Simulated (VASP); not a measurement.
Set up this calculation in VASP 6.6.1, as the native input.

```
Task                   : single point
Functional             : PBE
Potentials or basis    : VASP PAW PBE potentials, release 64 (Be, S)
Cutoff                 : 520 eV
k mesh                 : 4 × 4 × 4
Occupations            : gaussian, width 0.1 eV
Spin                   : no spin polarisation
Dipole correction      : no
Further INCAR settings : ALGO = Normal; EDIFF = 1e-06; NBANDS = 15
```

The structure of Be4S lies in POSCAR:

```
Be4S
1.0
    4.0094233200      0.0000000000      0.0000000000
    0.0000000000      4.0094233200      0.0000000000
    0.0000000000      0.0000000000      4.0094233200
Be S
4 1
Direct
    0.0000000000      0.5000000000      0.5000000000
    0.5000000000      0.0000000000      0.5000000000
    0.5000000000      0.5000000000      0.0000000000
    0.0000000000      0.0000000000      0.0000000000
    0.5000000000      0.5000000000      0.5000000000
```

The cell was built from a structure type or drawn by symmetry, and may not be a known phase.

The input as run:

INCAR

```
SYSTEM = Be4S
PREC = Accurate
ENCUT = 520
EDIFF = 1E-6
ISMEAR = 0
SIGMA = 0.1
LREAL = .FALSE.
LASPH = .TRUE.
NELM = 60
ALGO = Normal
ISIF = 2
LWAVE = .FALSE.
LCHARG = .FALSE.
GGA = PE
NBANDS = 15
```

KPOINTS

```
Automatic mesh
0
G
  4 4 4
  0 0 0
```

Potentials or basis: VASP PAW PBE potentials, release 64 (Be, S).

Launch:

```bash
$ cat potpaw_PBE.64/Be/POTCAR potpaw_PBE.64/S/POTCAR > POTCAR
$ mpirun -np 1 vasp_std > vasp.out
```

It gave:

```json
{
 "Pressure": "1.0 GPa",
 "Band gap on the k mesh": "zero (bands 7 and 8 overlap by 1.33 eV)"
}
```

Caveat: the k points lie up to 0.39 Å⁻¹ apart, too coarse for converged energies and pressures of a metal.

Wall time 17 s on 1 thread of Intel(R) Xeon(R) Platinum 8259CL CPU @ 2.50GHz (Skylake/Cascade Lake) (shared host), peak memory 0.16 GiB.
